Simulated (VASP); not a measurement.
Wanted: the native input for a VASP 6.6.1 run.

```yaml
Task: single point
Functional: PBEsol
Potentials_or_basis: VASP PAW PBE potentials, release 64 (Ti_sv, C)
Cutoff: 520 eV
k_mesh: 16 × 16 × 16
Occupations: fermi-dirac, width 0.03 eV
Spin: no spin polarisation
Dipole_correction: no
Further_INCAR_settings: ALGO = Normal; EDIFF = 1e-07; NBANDS = 15
```

The structure of TiC lies in POSCAR:

```
TiC
1.0
    0.0216400000      2.1748200000      2.1748200000
    2.1748200000      0.0216400000      2.1748200000
    2.1748200000      2.1748200000      0.0216400000
Ti C
1 1
Direct
    0.0000000000      0.0000000000      0.0000000000
    0.5000000000      0.5000000000      0.5000000000
```

This cell differs from its parent crystal: equal xy, yz and zx shear strains of +1 %.

These files were run (other wordings do the same):

INCAR

```
SYSTEM = TiC
ALGO     = Normal         ! electronic algorithm
EDIFF    = 1E-7           ! SCF threshold, eV
ENCUT    = 520            ! plane-wave cutoff, eV
GGA      = PS             ! functional
ISIF     = 2              ! what is computed and relaxed
ISMEAR   = -1             ! smearing method
LASPH    = .True.         ! aspherical terms in the spheres
LCHARG   = .False.        ! write CHGCAR
LREAL    = .False.        ! projectors in reciprocal space
LWAVE    = .False.        ! write WAVECAR
NBANDS   = 15             ! bands
NELM     = 100            ! most SCF steps
PREC     = Accurate       ! precision mode
SIGMA    = 0.03           ! smearing width, eV
```

KPOINTS

```
k-points
0
Gamma
  16 16 16
  0 0 0
```

Potentials or basis: VASP PAW PBE potentials, release 64 (Ti_sv, C).

Command:

```bash
$ cat potpaw_PBE.64/Ti_sv/POTCAR potpaw_PBE.64/C/POTCAR > POTCAR
$ mpirun -np 1 vasp_std > vasp.out
```

Results of the run:

The pressure is -5.9 GPa. The band gap on the k mesh is zero (band 8 reaches 10.04 eV, above the bottom of band 9 at 8.98 eV).

Caveat: the cell differs from its parent crystal (equal xy, yz and zx shear strains of +1 %); the PAW data sets were made with another functional, which shifts forces and pressure a little.

Run time: 93 s on 1 thread of Intel(R) Xeon(R) Platinum 8375C CPU @ 2.90GHz (Ice Lake), on a shared host, peak memory 0.24 GiB.
